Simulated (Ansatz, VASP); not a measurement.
## Al3N: VASP beside Ansatz

```xyz
4
Lattice="-1.9356 1.8998 4.2263 1.9356 -1.8998 4.2263 1.9356 1.8998 -4.2263" Properties=species:S:1:pos:R:3 pbc="T T T"
Al    1.9356    0.0000    1.8975
Al    0.0000    1.8998    2.3288
Al    0.0000    0.0000    0.0000
N     1.9356    0.0000    0.0000
```

Alike in both runs: functional PBE; k mesh 16 × 16 × 16; occupations gaussian, width 0.1 eV; no spin polarisation.

Ansatz relaxed the structure, and its values are those at the end. VASP's run is a single point on that final structure, the one shown.

```csv
,VASP,Ansatz
version,VASP 6.6.1,Ansatz 0.2.0
potentials or method,"VASP PAW PBE potentials, release 64 (Al, N), cutoff 520 eV","scalar-relativistic, plane waves, PAW"
valence electrons in the cell,14,14
```

VASP gave:

* gap on the k mesh at the Fermi level (eV): none
* pressure (GPa): -0.1

What did Ansatz give for the same quantities?

gap on the k mesh at the Fermi level (eV): none; pressure (GPa): 0.0.

A gap of «none» marks a metal or a gap that the smearing closes.
